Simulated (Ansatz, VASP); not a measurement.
# Two plane-wave programs on Mn

File INCAR:

```
  ALGO = Normal
  EDIFF = 1E-7
  ENCUT = 520
  GGA = PE
  ISIF = 2
  ISMEAR = -1
  ISPIN = 2
  LASPH = T
  LCHARG = T
  LELF = T
  LMAXMIX = 4
  LORBIT = 11
  LREAL = F
  LVHAR = T
  LWAVE = F
  MAGMOM = 1.799 -1.799
  NBANDS = 24
  NELM = 150
  PREC = Accurate
  SIGMA = 0.05
```

KPOINTS

```
k-points
0
Gamma
  14 14 10
```

Contents of POSCAR:

```
Mn
1.0
    2.6059445189      0.0000000000      0.0000000000
    0.0000000000      2.6059445189      0.0000000000
    0.0000000000      0.0000000000      3.5035689769
Mn
2
Direct
    1.0000000000      0.0000000000      0.0000000000
    0.5000000000      0.5000000000      0.5000000000
```

Input for Ansatz:

```yaml
crystal:
  lattice:
    - [2.6059445189, 0.0, 0.0]
    - [0.0, 2.6059445189, 0.0]
    - [0.0, 0.0, 3.5035689769]
  atoms:
    - { symbol: Mn, position: [1.0, 0.0, 0.0], spin: 1.799 }
    - { symbol: Mn, position: [0.5, 0.5, 0.5], spin: -1.799 }
hamiltonian:
  xc: pbe
  pseudopotentials:
    kind: paw
    azcp:
      Mn: "pseudopotentials/Mn.paw.azcp"
basis:
  ecutwfc: 420
  fft_grid_basis: typed
kpoints:
  mp_grid: { grid: [14, 14, 10], shift: [0, 0, 0] }
magnetization:
  spin_polarized: true
scf:
  occupations: { method: fermi_dirac, width: 0.05 }
  lower_state_search: "off"
output:
  stress: true
```

Alike in both runs: task single point; functional PBE; k mesh 14 × 14 × 10; occupations fermi-dirac, width 0.05 eV; collinear spin.

|  | VASP | Ansatz |
| --- | --- | --- |
| version | VASP 6.6.1 | Ansatz 0.2.0 |
| potentials or method | VASP PAW PBE potentials, release 64 (Mn_pv), cutoff 520 eV | plane waves (420 eV) with PAW, scalar-relativistic |
| valence electrons in the cell | 26 | 30 |

|  | VASP | Ansatz | Ansatz less VASP |
| --- | --- | --- | --- |
| pressure (GPa) | -4.9 | -5.3 | -0.33 |
| traceless stress, the component that is largest in VASP (GPa) | 0.21 | 0.15 | -0.058 |
| net moment per atom (μB) | 0.00 | 0.00 | 0.000 |
| size of the moment on the site where the two differ most (μB) | 2.07 | 2.00 | -0.063 |

Site moments also hang on the region over which each program counts them. VASP's potentials hold 26 valence electrons a cell and Ansatz's 30, so a difference there can come from the potentials and not from the codes.
